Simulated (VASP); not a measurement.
# BN (P6_3/mmc) in VASP: further runs, part 2 of 2

VASP 6.6.1. The steps go on from the part before.

## (3) Single point, LDA (volume 7.663 Å^3 an atom, c/a of the conventional cell 2.5481)

INCAR reads:

```
SYSTEM = BN
PREC = Accurate ; ENCUT = 520
EDIFF = 1E-6 ; ISMEAR = 0
SIGMA = 0.05 ; LREAL = .FALSE.
LASPH = .TRUE. ; NELM = 80
ALGO = Normal ; ISIF = 2
LWAVE = .FALSE. ; LCHARG = .FALSE.
GGA = CA ; NBANDS = 16
```

KPOINTS reads:

```
regular mesh
0
G
  12 12 4
  0 0 0
```

POSCAR reads:

```
BN
1.0
    2.4038308572      0.0000000000      0.0000000000
   -1.2019154286      2.0817785888      0.0000000000
    0.0000000000      0.0000000000      6.1252014073
B N
2 2
Direct
    0.3333333333      0.6666666667      0.2500000000
    0.6666666667      0.3333333333      0.7500000000
    0.3333333333      0.6666666667      0.7500000000
    0.6666666667      0.3333333333      0.2500000000
```

Potentials or basis: VASP PAW LDA potentials, release 64 (B, N).

Run with:

```sh
$ cat potpaw_LDA.64/B/POTCAR potpaw_LDA.64/N/POTCAR > POTCAR
$ mpirun -np 1 vasp_std > vasp.out
```

OUTCAR:

```text
SYSTEM = BN
   PREC = Accurate
   ENCUT = 520
   EDIFF = 1E-6
   ISMEAR = 0
   LREAL = .FALSE.
   LASPH = .TRUE.
   NELM = 80
   ISIF = 2
   GGA = CA

 ion  position               nearest neighbor table
   1  0.333  0.667  0.250-   4 1.39   4 1.39   4 1.39
   2  0.667  0.333  0.750-   3 1.39   3 1.39   3 1.39
   3  0.333  0.667  0.750-   2 1.39   2 1.39   2 1.39
   4  0.667  0.333  0.250-   1 1.39   1 1.39   1 1.39

  LATTYP: Found a hexagonal cell.
 ALAT       =     2.4038308572
 C/A-ratio  =     2.5481000000

  Lattice vectors:

 A1 = (   2.4038308572,   0.0000000000,   0.0000000000)
 A2 = (  -1.2019154286,   2.0817785888,   0.0000000000)
 A3 = (   0.0000000000,   0.0000000000,   6.1252014073)

Analysis of symmetry for initial positions (statically):
=====================================================================
 Subroutine PRICEL returns:
 Original cell was already a primitive cell.

 Routine SETGRP: Setting up the symmetry group for a
 hexagonal supercell.

 Subroutine GETGRP returns: Found 24 space group operations
 (whereof 12 operations were pure point group operations)
 out of a pool of 24 trial point group operations.

The static configuration has the point symmetry D_3d.
 The point group associated with its full space group is D_6h.

Analysis of symmetry for dynamics (positions and initial velocities):
=====================================================================
 Subroutine PRICEL returns:
 Original cell was already a primitive cell.

 Routine SETGRP: Setting up the symmetry group for a
 hexagonal supercell.

 Subroutine GETGRP returns: Found 24 space group operations
 (whereof 12 operations were pure point group operations)
 out of a pool of 24 trial point group operations.

The dynamic configuration has the point symmetry D_3d.
 The point group associated with its full space group is D_6h.

 Subroutine INISYM returns: Found 24 space group operations
 (whereof 12 operations are pure point group operations),
 and found     1 'primitive' translations

----------------------------------------------------------------------------------------

                                     Primitive cell

  volume of cell :      30.6520

  direct lattice vectors                    reciprocal lattice vectors
     2.403830857  0.000000000  0.000000000     0.416002647  0.240179240  0.000000000
    -1.201915429  2.081778589  0.000000000     0.000000000  0.480358481  0.000000000
     0.000000000  0.000000000  6.125201407     0.000000000  0.000000000  0.163259938

  length of vectors
     2.403830857  2.403830857  6.125201407     0.480358481  0.480358481  0.163259938

  position of ions in fractional coordinates (direct lattice)
     0.333333333  0.666666667  0.250000000
     0.666666667  0.333333333  0.750000000
     0.333333333  0.666666667  0.750000000
     0.666666667  0.333333333  0.250000000

  ion indices of the primitive-cell ions
   primitive index   ion index
                 1           1
                 2           2
                 3           3
                 4           4

----------------------------------------------------------------------------------------

 KPOINTS: regular mesh

[... 24 lines left out ...]
  0.000000  0.000000  0.000000      1.000000
  0.083333 -0.000000  0.000000      6.000000
  0.166667 -0.000000  0.000000      6.000000
  0.250000  0.000000  0.000000      6.000000
  0.333333  0.000000  0.000000      6.000000
  0.416667 -0.000000  0.000000      6.000000
[... 16 lines left out ...]
  0.250000  0.000000  0.250000     12.000000
  0.333333  0.000000  0.250000     12.000000
 [... further k-points ...]
   k-points           NKPTS =     57   k-points in BZ     NKDIM =     57   number of bands    NBANDS=     16
   number of dos      NEDOS =    301   number of ions     NIONS =      4
   total plane-waves  NPLWV =  15552
   dimension x,y,z NGX =    18 NGY =   18 NGZ =   48
   dimension x,y,z NGXF=    36 NGYF=   36 NGZF=   96
   ions per type =               2   2
   NGX,Y,Z   is equivalent  to a cutoff of  12.45, 12.45, 13.03 a.u.
   NGXF,Y,Z  is equivalent  to a cutoff of  24.90, 24.90, 26.06 a.u.
 SYSTEM =  BN
   PREC   = accura    normal or accurate (medium, high low for compatibility)
   ISTART =      0    job   : 0-new  1-cont  2-samecut
   ICHARG =      2    charge: 1-file 2-atom 10-const
   ISPIN  =      1    spin polarized calculation?
   LNONCOLLINEAR =      F non collinear calculations
   LSORBIT =      F    spin-orbit coupling
   LASPH  =      T    aspherical Exc in radial PAW
   ENCUT  =  520.0 eV  38.22 Ry    6.18 a.u.   4.47  4.47 11.39*2*pi/ulx,y,z
   NELM   =     80;   NELMIN=  2; NELMDL= -5     # of ELM steps
   EDIFF  = 0.1E-05   stopping-criterion for ELM
   LREAL  =      F    real-space projection
   EDIFFG = 0.1E-04   stopping-criterion for IOM
   NSW    =      0    number of steps for IOM
   IBRION =     -1    ionic relax: 0-MD 1-quasi-New 2-CG
   NFREE  =      0    steps in history (QN), initial steepest desc. (CG)
   ISIF   =      2    stress and relaxation
   ISYM   =      2    0-nonsym 1-usesym 2-fastsym
   POTIM  = 0.5000    time-step for ionic-motion
   TEBEG  =    0.0;   TEEND  =   0.0 temperature during run
   PSTRESS=    0.0 pullay stress
   NELECT =      16.0000    total number of electrons
   NUPDOWN=      -1.0000    fix difference up-down
   EMIN   =  10.00;   EMAX   =-10.00  energy-range for DOS
   EFERMI =   0.00;   METHOD = LEGACY
   ISMEAR =     0;   SIGMA  =   0.05  broadening in eV -4-tet -1-fermi 0-gaus
   EFERMI_NEDOS =   21; number of points for ismear=-14 and -15
   IALGO  =     38    algorithm
   IMIX   =      4    mixing-type and parameters
     AMIX     =   0.40;   BMIX     =  1.00
     AMIX_MAG =   1.60;   BMIX_MAG =  1.00
  volume/ion in A,a.u.               =       7.66        51.71
  Fermi-wavevector in a.u.,A,eV,Ry     =   1.318141  2.490925 23.640066  1.737496
  Thomas-Fermi vector in A             =   2.448132
   LORBIT       =      0    0 simple, 1 ext, 2 COOP (PROOUT), +10 PAW based schemes
   GGA     = CA    functional components
   LHFCALC =     F    Hartree Fock is set to
   AEXX    =    0.0000 exact exchange contribution
   IVDW    =     0    specifies the selected vdW correction
   LEPSILON=     F    determine dielectric tensor
   LRPA    =     F    only Hartree local field effects (RPA)
 non-spin polarized calculation
 Gauss-broadening in eV      SIGMA  =   0.05
  energy-cutoff  :      520.00
  volume of cell :       30.65
 maximum number of plane-waves:       869
 NGX is ok and might be reduce to    18
   NGX =  9   NGY =  9   NGZ = 23

 number of electron      15.9999998 magnetization

 Free energy of the ion-electron system (eV)
  ---------------------------------------------------
  ext. energy  EPLUGINS =         0.00000000
  ---------------------------------------------------
  free energy    TOTEN  =       -38.23537660 eV

  energy without entropy =      -38.23537660  energy(sigma->0) =      -38.23537660

 E-fermi :   3.7816     XC(G=0): -11.2975

 val. band max:        3.4845871720   @ k =   0.3333   0.2500   0.0000
 cond. band min:       7.5604570895   @ k =   0.5000   0.0000   0.0000
 fundamental gap:      4.0758699175
 Fermi energy:         3.7816327241

 k-point     1 :       0.0000    0.0000    0.0000
  band No.  band energies     occupation
      1     -15.0174      2.00000
      2     -14.4739      2.00000
      3      -3.9459      2.00000
      4      -0.8587      2.00000
      5       2.2427      2.00000
      6       2.2427      2.00000
[... 433 lines left out ...]
      3      -3.6937      2.00000
      4      -3.5793      2.00000
      5      -0.4539      2.00000
      6      -0.2955      2.00000
[... 8 lines left out ...]
     15      21.6717      0.00000
     16      23.7676      0.00000

 [... further k-points ...]

------------------------ aborting loop because EDIFF is reached ----------------------------------------

  FORCE on cell =-STRESS in cart. coord.  units (eV):
  Direction    XX          YY          ZZ          XY          YZ          ZX
  --------------------------------------------------------------------------------------
  -------------------------------------------------------------------------------------
  Total        9.5100070      9.5100070      0.4876220      0.0000000     -0.0000000     -0.0000000
  in kB      497.0872235    497.0872235     25.4879582      0.0000000     -0.0000000     -0.0000000
  external PRESSURE =     339.8874684 kB  Pullay stress =       0.0000000 kB

 VOLUME and BASIS-vectors are now :
 -----------------------------------------------------------------------------
  energy-cutoff  :      520.00
  volume of cell :       30.65
      direct lattice vectors                 reciprocal lattice vectors
     2.403830857  0.000000000  0.000000000     0.416002647  0.240179240  0.000000000
    -1.201915429  2.081778589  0.000000000     0.000000000  0.480358481  0.000000000
     0.000000000  0.000000000  6.125201407     0.000000000  0.000000000  0.163259938

 POSITION                                       TOTAL-FORCE (eV/Angst)
 -----------------------------------------------------------------------------------
     -0.00000      1.38785      1.53130         0.000000      0.000000      0.000000
      1.20192      0.69393      4.59390        -0.000000      0.000000     -0.000000
     -0.00000      1.38785      4.59390         0.000000      0.000000      0.000000
      1.20192      0.69393      1.53130        -0.000000      0.000000      0.000000
 -----------------------------------------------------------------------------------
    total drift:                               -0.000000      0.000000      0.000000

  FREE ENERGIE OF THE ION-ELECTRON SYSTEM (eV)
  ---------------------------------------------------
  free  energy   TOTEN  =       -38.2353765969 eV

  energy  without entropy=      -38.2353765969  energy(sigma->0) =      -38.23537660
```

OSZICAR:

```text
N       E                     dE             d eps       ncg     rms          rms(c)
DAV:   1     0.426634016677E+02    0.42663E+02   -0.81905E+03  1824   0.944E+02
DAV:   2    -0.404979295263E+02   -0.83161E+02   -0.75795E+02  2496   0.219E+02
DAV:   3    -0.431000889498E+02   -0.26022E+01   -0.25935E+01  2392   0.372E+01
DAV:   4    -0.431112361937E+02   -0.11147E-01   -0.11146E-01  2240   0.284E+00
DAV:   5    -0.431113173917E+02   -0.81198E-04   -0.81198E-04  2344   0.220E-01    0.121E+01
DAV:   6    -0.388748903684E+02    0.42364E+01   -0.60446E+00  2168   0.191E+01    0.539E+00
DAV:   7    -0.383629590975E+02    0.51193E+00   -0.68603E-01  2432   0.598E+00    0.321E+00
DAV:   8    -0.382400726496E+02    0.12289E+00   -0.27125E-01  2304   0.368E+00    0.455E-01
DAV:   9    -0.382354222175E+02    0.46504E-02   -0.15513E-02  2096   0.983E-01    0.210E-01
DAV:  10    -0.382353678669E+02    0.54351E-04   -0.58586E-04  2344   0.190E-01    0.242E-02
DAV:  11    -0.382353769043E+02   -0.90374E-05   -0.32709E-05  2200   0.453E-02    0.206E-02
DAV:  12    -0.382353765969E+02    0.30741E-06   -0.59345E-06  2104   0.184E-02
   1 F= -.38235377E+02 E0= -.38235377E+02  d E =-.276045E-18
```

stdout:

```text
POSCAR found type information on POSCAR B N
 POSCAR found :  2 types and       4 ions
 scaLAPACK will be used
 LDA part: xc-table for (Slater(with rela. corr.)+CA(PZ))
 , standard interpolation
 POSCAR, INCAR and KPOINTS ok, starting setup
 FFT: planning ... GRIDC
 FFT: planning ... GRID_SOFT
 FFT: planning ... GRID
 WAVECAR not read
 entering main loop
```

It took 9.2 s on 1 thread of Intel Xeon 6975P-C (Granite Rapids), shared host; peak memory 0.13 GiB.

What came out:

| Item | Value |
| --- | --- |
| Free energy | -38.2354 eV |
| Pressure | 34.0 GPa |
| Band gap on the k mesh | 4.08 eV, indirect (least direct gap 4.50 eV) |

## (4) Single point, LDA (volume 7.663 Å^3 an atom, c/a of the conventional cell 2.9448)

INCAR reads:

```
SYSTEM = BN
PREC = Accurate
ENCUT = 520
EDIFF = 1E-6
ISMEAR = 0
SIGMA = 0.05
LREAL = .FALSE.
LASPH = .TRUE.
NELM = 60
ALGO = Normal
ISIF = 2
LWAVE = .FALSE.
LCHARG = .FALSE.
NBANDS = 16
```

KPOINTS is that of step 3.

POSCAR reads:

```
BN
1.0
    2.2906432701      0.0000000000      0.0000000000
   -1.1453216350      1.9837552629      0.0000000000
    0.0000000000      0.0000000000      6.7454863017
B N
2 2
Direct
    0.3333333333      0.6666666667      0.2500000000
    0.6666666667      0.3333333333      0.7500000000
    0.3333333333      0.6666666667      0.7500000000
    0.6666666667      0.3333333333      0.2500000000
```

Run with:

```sh
$ cat potpaw_LDA.64/B/POTCAR potpaw_LDA.64/N/POTCAR > POTCAR
$ mpirun -np 1 vasp_std > vasp.out
```

It took 9.6 s on 1 thread of Intel Xeon 6975P-C (Granite Rapids), shared host; peak memory 0.14 GiB.

Results (log left out):

- Free energy: -36.6085 eV
- Pressure: 86.4 GPa
- Band gap on the k mesh: 4.45 eV, indirect (least direct gap 5.14 eV)

Stress tensor (GPa, compression positive):
```
130.19   0.00   0.00
  0.00 130.19   0.00
  0.00   0.00  -1.12
```

Levels at points of the mesh, in eV from the valence-band top:
```tsv
k point	band 6	band 7	band 8	band 9	band 10	band 11
(0.00, 0.00, 0.00)	-0.95	-0.93	-0.93	4.45	10.07	13.81
(0.50, 0.00, 0.00)	-4.53	-1.68	-0.81	4.47	5.91	11.64
(0.00, 0.00, 0.50)	-0.94	-0.94	-0.94	6.90	6.90	13.85
(0.50, 0.00, 0.50)	-4.55	-1.24	-1.24	5.00	5.00	12.67
```

 A k mesh can miss the band edges.

## (5) The runs side by side

```csv
cell,gap on the mesh (eV),pressure (GPa)
"a = 2.328, b = 2.328, c = 6.532 Å, angles 90.0, 90.0, 120.0°, 4 atoms",4.35,67.6
"a = 2.404, b = 2.404, c = 6.125 Å, angles 90.0, 90.0, 120.0°, 4 atoms",4.08,34.0
"a = 2.291, b = 2.291, c = 6.745 Å, angles 90.0, 90.0, 120.0°, 4 atoms",4.45,86.4
```

Alike in all rows: task single point; level LDA; potentials or basis VASP PAW LDA potentials, release 64 (B, N); no spin polarisation; k mesh 12 × 12 × 4; cutoff (eV) 520; smearing gaussian 0.05 eV.

Absolute energies hang on the potentials; compare differences alone.
